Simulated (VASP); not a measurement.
# LiH in VASP: further runs

The runs below take LiH through single point, with r2SCAN, PBE.

Everything below comes from runs of VASP 6.6.1. Logs are shortened: lines on timing, memory, paths and dates and some standing lists are left out, and cuts for length are marked.

### Step 1. The cell of the first run

The structure is cubic, space group Pm-3m (No. 221). Conventional cell: a = 2.405 Å, b = 2.405 Å, c = 2.405 Å, α = 90.00°, β = 90.00°, γ = 90.00°. Within 2.8 Å of Li (site symmetry m-3m) lie 8 H at 2.08 Å and 6 Li at 2.40 Å. H (site symmetry m-3m) has 8 Li at 2.08 Å and 6 H at 2.40 Å within 2.8 Å.

### Step 2. Single point, r2SCAN (strain -3.9%)

The input, POSCAR:

```
LiH
1.0
    2.4048445196      0.0000000000      0.0000000000
    0.0000000000      2.4048445196      0.0000000000
    0.0000000000      0.0000000000      2.4048445196
Li H
1 1
Direct
    0.0000000000      0.0000000000      0.0000000000
    0.5000000000      0.5000000000      0.5000000000
```

The input, INCAR.step1:

```
ALGO = Normal ; EDIFF = 1E-4
ENCUT = 520 ; GGA = PE
ISMEAR = 0 ; LASPH = True
LCHARG = False ; LREAL = False
LWAVE = True ; NBANDS = 9
NELM = 60 ; PREC = Accurate
SIGMA = 0.01
```

The input, INCAR.step2:

```
ALGO = Normal ; EDIFF = 1E-6
ENCUT = 520 ; ISIF = 2
ISMEAR = 0 ; ISTART = 1
LASPH = True ; LCHARG = False
LMIXTAU = True ; LREAL = False
LWAVE = False ; METAGGA = R2SCAN
NBANDS = 9 ; NELM = 60
PREC = Accurate ; SIGMA = 0.01
```

The input, KPOINTS:

```
k-points
0
Gamma
  10 10 10
```

Potentials or basis: VASP PAW PBE potentials, release 64 (Li_sv, H).

Launch:

```sh
$ cat potpaw_PBE.64/Li_sv/POTCAR potpaw_PBE.64/H/POTCAR > POTCAR
$ cp INCAR.step1 INCAR
$ mpirun -np 1 vasp_std > vasp.out
$ cp INCAR.step2 INCAR
$ mpirun -np 1 vasp_std > vasp.out
```

OUTCAR:

```text
EDIFF = 1E-6
   ENCUT = 520
   ISIF = 2
   ISMEAR = 0
   ISTART = 1
   LASPH = True
   LREAL = False
   METAGGA = R2SCAN
   NELM = 60
   PREC = Accurate

 ion  position               nearest neighbor table
   1  0.000  0.000  0.000-
   2  0.500  0.500  0.500-

  LATTYP: Found a simple cubic cell.
 ALAT       =     2.4048445196

  Lattice vectors:

 A1 = (   2.4048445196,   0.0000000000,   0.0000000000)
 A2 = (   0.0000000000,   2.4048445196,   0.0000000000)
 A3 = (   0.0000000000,   0.0000000000,   2.4048445196)

Analysis of symmetry for initial positions (statically):
=====================================================================
 Subroutine PRICEL returns:
 Original cell was already a primitive cell.

 Routine SETGRP: Setting up the symmetry group for a
 simple cubic supercell.

 Subroutine GETGRP returns: Found 48 space group operations
 (whereof 48 operations were pure point group operations)
 out of a pool of 48 trial point group operations.

The static configuration has the point symmetry O_h .

Analysis of symmetry for dynamics (positions and initial velocities):
=====================================================================
 Subroutine PRICEL returns:
 Original cell was already a primitive cell.

 Routine SETGRP: Setting up the symmetry group for a
 simple cubic supercell.

 Subroutine GETGRP returns: Found 48 space group operations
 (whereof 48 operations were pure point group operations)
 out of a pool of 48 trial point group operations.

The dynamic configuration has the point symmetry O_h .

 Subroutine INISYM returns: Found 48 space group operations
 (whereof 48 operations are pure point group operations),
 and found     1 'primitive' translations

----------------------------------------------------------------------------------------

                                     Primitive cell

  volume of cell :      13.9079

  direct lattice vectors                    reciprocal lattice vectors
     2.404844520  0.000000000  0.000000000     0.415827299  0.000000000  0.000000000
     0.000000000  2.404844520  0.000000000     0.000000000  0.415827299  0.000000000
     0.000000000  0.000000000  2.404844520     0.000000000  0.000000000  0.415827299

  length of vectors
     2.404844520  2.404844520  2.404844520     0.415827299  0.415827299  0.415827299

  position of ions in fractional coordinates (direct lattice)
     0.000000000  0.000000000  0.000000000
     0.500000000  0.500000000  0.500000000

  ion indices of the primitive-cell ions
   primitive index   ion index
                 1           1
                 2           2

----------------------------------------------------------------------------------------

 KPOINTS: k-points

Automatic generation of k-mesh.
 Grid dimensions read from file:
 generate k-points for:   10   10   10

 Generating k-lattice:

  Cartesian coordinates                     Fractional coordinates (reciprocal lattice)
     0.041582730  0.000000000  0.000000000     0.100000000  0.000000000  0.000000000
     0.000000000  0.041582730  0.000000000     0.000000000  0.100000000  0.000000000
     0.000000000  0.000000000  0.041582730     0.000000000  0.000000000  0.100000000

  Length of vectors
     0.041582730  0.041582730  0.041582730

  Shift w.r.t. Gamma in fractional coordinates (k-lattice)
     0.000000000  0.000000000  0.000000000

 Subroutine IBZKPT returns following result:
 ===========================================

 Found     56 irreducible k-points:

 Following reciprocal coordinates:
            Coordinates               Weight
  0.000000  0.000000  0.000000      1.000000
  0.100000  0.000000  0.000000      6.000000
  0.200000  0.000000  0.000000      6.000000
  0.300000  0.000000  0.000000      6.000000
  0.400000  0.000000  0.000000      6.000000
  0.500000  0.000000  0.000000      3.000000
[... 16 lines left out ...]
  0.200000  0.100000  0.100000     24.000000
  0.300000  0.100000  0.100000     24.000000
 [... further k-points ...]
   k-points           NKPTS =     56   k-points in BZ     NKDIM =     56   number of bands    NBANDS=      9
   number of dos      NEDOS =    301   number of ions     NIONS =      2
   total plane-waves  NPLWV =   5832
   dimension x,y,z NGX =    18 NGY =   18 NGZ =   18
   dimension x,y,z NGXF=    36 NGYF=   36 NGZF=   36
   ions per type =               1   1
   NGX,Y,Z   is equivalent  to a cutoff of  12.44, 12.44, 12.44 a.u.
   NGXF,Y,Z  is equivalent  to a cutoff of  24.89, 24.89, 24.89 a.u.
 SYSTEM =  unknown system
   PREC   = accura    normal or accurate (medium, high low for compatibility)
   ISTART =      1    job   : 0-new  1-cont  2-samecut
   ICHARG =      0    charge: 1-file 2-atom 10-const
   ISPIN  =      1    spin polarized calculation?
   LNONCOLLINEAR =      F non collinear calculations
   LSORBIT =      F    spin-orbit coupling
   LASPH  =      T    aspherical Exc in radial PAW
   ENCUT  =  520.0 eV  38.22 Ry    6.18 a.u.   4.47  4.47  4.47*2*pi/ulx,y,z
   NELM   =     60;   NELMIN=  2; NELMDL=  0     # of ELM steps
   EDIFF  = 0.1E-05   stopping-criterion for ELM
   LREAL  =      F    real-space projection
   EDIFFG = 0.1E-04   stopping-criterion for IOM
   NSW    =      0    number of steps for IOM
   IBRION =     -1    ionic relax: 0-MD 1-quasi-New 2-CG
   NFREE  =      0    steps in history (QN), initial steepest desc. (CG)
   ISIF   =      2    stress and relaxation
   ISYM   =      2    0-nonsym 1-usesym 2-fastsym
   POTIM  = 0.5000    time-step for ionic-motion
   TEBEG  =    0.0;   TEEND  =   0.0 temperature during run
   PSTRESS=    0.0 pullay stress
   NELECT =       4.0000    total number of electrons
   NUPDOWN=      -1.0000    fix difference up-down
   EMIN   =  10.00;   EMAX   =-10.00  energy-range for DOS
   EFERMI =   0.00;   METHOD = LEGACY
   ISMEAR =     0;   SIGMA  =   0.01  broadening in eV -4-tet -1-fermi 0-gaus
   EFERMI_NEDOS =   21; number of points for ismear=-14 and -15
   IALGO  =     38    algorithm
   IMIX   =      4    mixing-type and parameters
     AMIX     =   0.40;   BMIX     =  1.00
     AMIX_MAG =   1.60;   BMIX_MAG =  1.00
  volume/ion in A,a.u.               =       6.95        46.93
  Fermi-wavevector in a.u.,A,eV,Ry     =   1.080624  2.042083 15.888171  1.167748
  Thomas-Fermi vector in A             =   2.216619
   LORBIT       =      0    0 simple, 1 ext, 2 COOP (PROOUT), +10 PAW based schemes
   METAGGA = R2SCAN    functional components
   LHFCALC =     F    Hartree Fock is set to
   AEXX    =    0.0000 exact exchange contribution
   IVDW    =     0    specifies the selected vdW correction
   LEPSILON=     F    determine dielectric tensor
   LRPA    =     F    only Hartree local field effects (RPA)
 non-spin polarized calculation
 Gauss-broadening in eV      SIGMA  =   0.01
  energy-cutoff  :      520.00
  volume of cell :       13.91
 maximum number of plane-waves:       386
 NGX is ok and might be reduce to    18
   NGX =  9   NGY =  9   NGZ =  9

 number of electron       3.9999988 magnetization

 Free energy of the ion-electron system (eV)
  ---------------------------------------------------
  ext. energy  EPLUGINS =         0.00000000
  ---------------------------------------------------
  free energy    TOTEN  =        -6.31432849 eV

  energy without entropy =       -6.31432849  energy(sigma->0) =       -6.31432849

 E-fermi :   4.5704     XC(G=0):  -9.4618

 val. band max:        4.4200941727   @ k =   0.5000   0.5000   0.5000
 cond. band min:       5.6938291579   @ k =   0.5000   0.0000   0.0000
 fundamental gap:      1.2737349853
 Fermi energy:         4.5703651673

 k-point     1 :       0.0000    0.0000    0.0000
  band No.  band energies     occupation
      1     -45.6656      2.00000
      2      -5.5454      2.00000
      3      18.1752      0.00000
      4      18.1752      0.00000
      5      18.1752      0.00000
      6      19.9559      0.00000
      7      21.3077      0.00000
      8      21.3077      0.00000
      9      41.3294      0.00000

 k-point     2 :       0.1000    0.0000    0.0000
  band No.  band energies     occupation
      1     -45.6585      2.00000
      2      -5.3852      2.00000
      3      15.0649      0.00000
      4      18.4367      0.00000
      5      18.4367      0.00000
      6      19.8872      0.00000
      7      21.5770      0.00000
      8      24.8675      0.00000
      9      39.1261      0.00000

 k-point     3 :       0.2000    0.0000    0.0000
  band No.  band energies     occupation
      1     -45.6396      2.00000
      2      -4.9261      2.00000
      3      11.4665      0.00000
      4      19.2212      0.00000
      5      19.2212      0.00000
      6      19.3943      0.00000
      7      22.3845      0.00000
      8      30.1516      0.00000
      9      35.2242      0.00000

 k-point     4 :       0.3000    0.0000    0.0000
  band No.  band energies     occupation
      1     -45.6162      2.00000
      2      -4.2522      2.00000
      3       8.5160      0.00000
      4      18.7885      0.00000
      5      20.5103      0.00000
      6      20.5103      0.00000
      7      23.7262      0.00000
      8      31.4495      0.00000
      9      31.4495      0.00000
[... 205 lines left out ...]
 k-point    22 :       0.1000    0.1000    0.1000
  band No.  band energies     occupation
      1     -45.6444      2.00000
      2      -5.0508      2.00000
      3      14.9305      0.00000
      4      14.9305      0.00000
      5      16.5282      0.00000
      6      21.8720      0.00000
      7      26.1432      0.00000
      8      26.1432      0.00000
      9      36.2793      0.00000

 k-point    23 :       0.2000    0.1000    0.1000
  band No.  band energies     occupation
      1     -45.6260      2.00000
      2      -4.5656      2.00000
      3      11.6153      0.00000
      4      15.7268      0.00000
      5      16.3339      0.00000
      6      22.3661      0.00000
      7      26.9254      0.00000
      8      30.8847      0.00000
      9      31.9345      0.00000

 k-point    24 :       0.3000    0.1000    0.1000
  band No.  band energies     occupation
      1     -45.6031      2.00000
      2      -3.8457      2.00000
      3       8.6834      0.00000
      4      16.2726      0.00000
      5      17.0442      0.00000
      6      22.8470      0.00000
      7      27.7120      0.00000
      8      28.5288      0.00000
      9      32.3306      0.00000

 [... further k-points ...]

------------------------ aborting loop because EDIFF is reached ----------------------------------------

  FORCE on cell =-STRESS in cart. coord.  units (eV):
  Direction    XX          YY          ZZ          XY          YZ          ZX
  --------------------------------------------------------------------------------------
  -------------------------------------------------------------------------------------
  Total        0.4520066      0.4520066      0.4520066      0.0000000      0.0000000     -0.0000000
  in kB       52.0708141     52.0708141     52.0708141      0.0000000      0.0000000     -0.0000000
  external PRESSURE =      52.0708141 kB  Pullay stress =       0.0000000 kB

 VOLUME and BASIS-vectors are now :
 -----------------------------------------------------------------------------
  energy-cutoff  :      520.00
  volume of cell :       13.91
      direct lattice vectors                 reciprocal lattice vectors
     2.404844520  0.000000000  0.000000000     0.415827299  0.000000000  0.000000000
     0.000000000  2.404844520  0.000000000     0.000000000  0.415827299  0.000000000
     0.000000000  0.000000000  2.404844520     0.000000000  0.000000000  0.415827299

 POSITION                                       TOTAL-FORCE (eV/Angst)
 -----------------------------------------------------------------------------------
      0.00000      0.00000      0.00000         0.000000      0.000000      0.000000
      1.20242      1.20242      1.20242         0.000000      0.000000      0.000000
 -----------------------------------------------------------------------------------
    total drift:                                0.000000     -0.000000     -0.000000

  FREE ENERGIE OF THE ION-ELECTRON SYSTEM (eV)
  ---------------------------------------------------
  free  energy   TOTEN  =        -6.3143284942 eV

  energy  without entropy=       -6.3143284942  energy(sigma->0) =       -6.31432849
```

Wall time 22 s (1 thread of Oxide Virtual Turin-like, shared host); peak memory 0.08 GiB.

What came out:

```yaml
Free_energy: -6.3143 eV
Band_gap_on_the_k_mesh: 1.27 eV (least direct gap 5.00 eV)
```

Caveat: the cell differs from its parent crystal (strain -3.9%); the cutoff is under 1.25 times the usual one of these potentials, so pressure, stress and relaxed cells hold a basis-set (Pulay) error; the structure was generated, so it needn't be the stable form of LiH; the PAW data sets were made with another functional, which shifts forces and pressure a little. A k mesh can miss the band edges.

### Step 3. Single point, PBE (epitaxial xy strain +5.8%)

The input, INCAR:

```
SYSTEM = LiH
PREC = Accurate ; ENCUT = 520
EDIFF = 1E-6 ; ISMEAR = -1
SIGMA = 0.02 ; LREAL = .False.
LASPH = .True. ; NELM = 80
ALGO = Normal ; ISIF = 2
LWAVE = .False. ; LCHARG = .False.
GGA = PE ; NBANDS = 9
```

The input, KPOINTS:

```
regular mesh
0
Gamma
  10 10 10
  0 0 0
```

The input, POSCAR:

```
LiH
1.0
    2.6462545853      0.0000000000      0.0000000000
    0.0000000000      2.6462545853      0.0000000000
    0.0000000000      0.0000000000      2.5664736391
Li H
1 1
Direct
    0.0000000000      0.0000000000      0.0000000000
    0.5000000000      0.5000000000      0.5000000000
```

Potentials or basis: VASP PAW PBE potentials, release 64 (Li_sv, H).

Launch:

```sh
$ cat potpaw_PBE.64/Li_sv/POTCAR potpaw_PBE.64/H/POTCAR > POTCAR
$ mpirun -np 1 vasp_std > vasp.out
```

Wall time 11 s (1 thread of Oxide Virtual Turin-like, shared host); peak memory 0.09 GiB.

It converged, with:

| Item | Value |
| --- | --- |
| Free energy | -5.6255 eV |
| Band gap on the k mesh | 0.66 eV (least direct gap 4.00 eV) |

Levels at points of the mesh, in eV from the valence-band top:
| k point | band 1 | band 2 | band 3 | band 4 | band 5 |
| --- | --- | --- | --- | --- | --- |
| (0.00, 0.00, 0.00) | -47.91 | -7.95 | 10.84 | 10.84 | 11.04 |
| (0.50, 0.00, 0.00) | -47.88 | -5.86 | 0.66 | 10.54 | 14.60 |
| (0.50, 0.50, 0.00) | -47.85 | -2.49 | 1.60 | 1.60 | 8.07 |
| (0.00, 0.00, 0.50) | -47.87 | -5.62 | 0.99 | 10.14 | 14.94 |
| (0.50, 0.00, 0.50) | -47.84 | -2.24 | 1.76 | 1.97 | 8.38 |
| (0.50, 0.50, 0.50) | -47.82 | 0.00 | 5.98 | 6.28 | 6.28 |

Caveat: the cell differs from its parent crystal (epitaxial xy strain +5.8%); the cutoff is under 1.25 times the usual one of these potentials, so pressure, stress and relaxed cells hold a basis-set (Pulay) error; the structure was generated, so it needn't be the stable form of LiH. A k mesh can miss the band edges.
